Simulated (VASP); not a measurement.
Runs of VASP 6.6.1 on ZnSeS. The structure is that of space group P4/mmm (No. 123), or close to it. The cells are those of the table. The cell was built from a structure type or drawn by symmetry, and may not be a known phase.

```csv
task,cell,k mesh,cutoff (eV),gap on the mesh (eV),pressure (GPa),relaxed volume (Å³/atom)
single point,"a = 3.881, b = 3.919, c = 4.040 Å, 3 atoms",4 × 4 × 4,520,none,20.9,-
single point,"a = 3.685, b = 3.685, c = 4.963 Å, 3 atoms",12 × 12 × 10,520,none,0.1,-
relaxation of cell and atoms,"relaxed from a = 3.633, b = 3.633, c = 5.133 Å, 3 atoms",12 × 12 × 10,600,none,0.0,22.50
relaxation of cell and atoms,"relaxed from a = 3.639, b = 3.639, c = 5.156 Å, 3 atoms",6 × 6 × 4,600,none,0.1,(a)
relaxation of cell and atoms,"relaxed from a = 3.881, b = 3.919, c = 4.040 Å, 3 atoms",4 × 4 × 4,600,none,0.0,22.79
```

Alike in all rows: level PBE; potentials or basis VASP PAW PBE potentials, release 64 (Zn, Se, S); no spin polarisation; smearing gaussian 0.1 eV.

Fill in the values left out.

(a) 22.60.

Caveats: some runs use coarse meshes; a cell axis changed by over 15 % at a fixed basis, so the end point is rough (at least some runs).

A k mesh can miss the band edges, and the runs leave out spin-orbit coupling on Se.

A gap of «none» marks levels without a gap at the run's occupations.
